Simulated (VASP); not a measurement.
Pt: single point with r2SCAN

Crystal: Pt.

```xyz
1
Lattice="0.0000 2.0087 2.0087 2.0087 0.0000 2.0087 2.0087 2.0087 0.0000" Properties=species:S:1:pos:R:3 pbc="T T T"
Pt    0.0000    0.0000    0.0000
```

This cell differs from its parent crystal: volume scaled by 1.06.

```json
{"Program": "VASP 6.6.1", "Task": "single point", "Functional": "r2SCAN", "Potentials or basis": "VASP PAW PBE potentials, release 64 (Pt)", "Cutoff": "520 eV", "k mesh": "18 × 18 × 18", "Occupations": "gaussian, width 0.1 eV", "Spin": "no spin polarisation", "Dipole correction": "no", "Further INCAR settings": "ALGO = Normal; EDIFF = 1e-06; NBANDS = 11"}
```

```json
{
 "Pressure": "-13.0 GPa",
 "Band gap on the k mesh": "zero (band 5 reaches 10.13 eV, above the bottom of band 6 at 8.03 eV)"
}
```

Levels at points of the mesh, in eV from the Fermi level:
| k point | band 1 | band 2 | band 3 | band 4 | band 5 | band 6 | band 7 | band 8 | band 9 | band 10 |
| --- | --- | --- | --- | --- | --- | --- | --- | --- | --- | --- |
| (0.00, 0.00, 0.00) | -9.68 | -3.48 | -3.48 | -3.48 | -1.57 | -1.57 | 15.66 | 20.40 | 20.40 | 20.40 |
| (0.50, 0.00, 0.00) | -6.82 | -3.56 | -3.56 | 0.00 | 0.01 | 0.01 | 5.60 | 15.28 | 19.41 | 19.41 |
| (0.50, 0.50, 0.00) | -6.51 | -6.11 | -0.07 | 0.45 | 0.45 | 2.09 | 8.56 | 11.77 | 11.77 | 20.38 |

It took 64 s on 1 thread of Intel(R) Xeon(R) Platinum 8488C (Sapphire Rapids), with other jobs on the host, peak memory 0.17 GiB.

Caveat: the PAW data sets were made with another functional, which shifts forces and pressure a little; spin-orbit coupling is left out, which moves the levels of the heavy elements.
